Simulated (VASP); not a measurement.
Input of a VASP 6.6.1 run:

File INCAR:

```
PREC = Accurate
ENCUT = 520
EDIFF = 1E-6
ISMEAR = 0
SIGMA = 0.1
LREAL = F
LASPH = T
NELM = 80
ALGO = Normal
ISIF = 2
LWAVE = F
LCHARG = F
LDIPOL = T
IDIPOL = 3
DIPOL = 0.5 0.5 0.500
GGA = PE
NBANDS = 72
```

The input KPOINTS:

```
regular mesh
0
Gamma
  15 15 1
```

The input POSCAR:

```
Cu
1.0
    2.5561910000      0.0000000000      0.0000000000
    0.0000000000      2.5561910000      0.0000000000
    0.0000000000      0.0000000000     32.0750000000
Cu
11
Direct
    1.0000000000      0.0000000000      0.2163460000
    0.5000000000      0.5000000000      0.2715440000
    1.0000000000      0.0000000000      0.3288270000
    0.5000000000      0.5000000000      0.3859640000
    0.0000000000      0.0000000000      0.4430170000
    0.5000000000      0.5000000000      0.5000000000
    0.0000000000      0.0000000000      0.5569830000
    0.5000000000      0.5000000000      0.6140360000
    1.0000000000      0.0000000000      0.6711730000
    0.5000000000      0.5000000000      0.7284560000
    1.0000000000      0.0000000000      0.7836540000
```

Potentials or basis: VASP PAW PBE potentials, release 64 (Cu).

Run with:

```bash
$ cat potpaw_PBE.64/Cu/POTCAR > POTCAR
$ mpirun -np 1 vasp_std > vasp.out
```

Predict the largest force.

0.028 eV/Å.

Forces on the atoms (eV/Å):
```
Cu   0.000  0.000 -0.028
Cu   0.000  0.000  0.003
Cu   0.000  0.000  0.001
Cu   0.000  0.000 -0.001
Cu   0.000  0.000  0.002
Cu   0.000  0.000  0.000
Cu   0.000  0.000 -0.002
Cu   0.000  0.000  0.001
Cu   0.000  0.000 -0.001
Cu   0.000  0.000 -0.003
Cu   0.000  0.000  0.028
```
